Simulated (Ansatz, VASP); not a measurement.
## TaBi: VASP beside Ansatz

File INCAR:

```
SYSTEM = TaBi
  ALGO = Normal
  EDIFF = 1E-7
  ENCUT = 520
  GGA = CA
  ISIF = 2
  ISMEAR = -1
  LASPH = .TRUE.
  LCHARG = .FALSE.
  LREAL = .FALSE.
  LWAVE = .FALSE.
  NBANDS = 20
  NELM = 60
  PREC = Accurate
  SIGMA = 0.05
```

The input KPOINTS:

```
k-points
0
G
  11 11 11
  0 0 0
```

Contents of POSCAR:

```
TaBi
1.0
    3.3466735035      0.0000000000      0.0000000000
    0.0000000000      3.3466735035      0.0000000000
    0.0000000000      0.0000000000      3.3466735035
Ta Bi
1 1
Direct
    0.0000000000      0.0000000000      0.0000000000
    0.5000000000      0.5000000000      0.5000000000
```

Input for Ansatz:

```yaml
crystal:
  lattice:
    - [3.3466735035, 0.0, 0.0]
    - [0.0, 3.3466735035, 0.0]
    - [0.0, 0.0, 3.3466735035]
  atoms:
    - { symbol: Ta, position: [0.0, 0.0, 0.0] }
    - { symbol: Bi, position: [0.5, 0.5, 0.5] }
kpoints:
  mp_grid: { grid: [11, 11, 11] }
scf:
  occupations: { method: fermi_dirac, width: 0.05 }
hamiltonian:
  xc: lda
  pseudopotentials: { kind: all_electron, lapw: { basis_error: 0.001 } }
output:
  forces: true
  stress: true
  eigenvalues: true
  populations: true
```

Change from the starting cell: volume scaled by 0.92, LAPW.

Alike in both runs: task single point; functional LDA; k mesh 11 × 11 × 11; occupations fermi-dirac, width 0.05 eV; no spin polarisation.

|  | VASP | Ansatz |
| --- | --- | --- |
| version | VASP 6.6.1 | Ansatz 0.2.0 |
| potentials or method | VASP PAW LDA potentials, release 64 (Ta_pv, Bi_d), cutoff 520 eV | all-electron LAPW, scalar-relativistic |

|  | VASP | Ansatz | Ansatz less VASP |
| --- | --- | --- | --- |
| pressure (GPa) | 15.3 | 14.6 | -0.62 |

LDA's correlation is that of Perdew and Zunger in VASP and of Perdew and Wang (1992) in Ansatz. Ansatz ran all-electron here, and VASP with PAW potentials.

Spin-orbit coupling is off throughout.
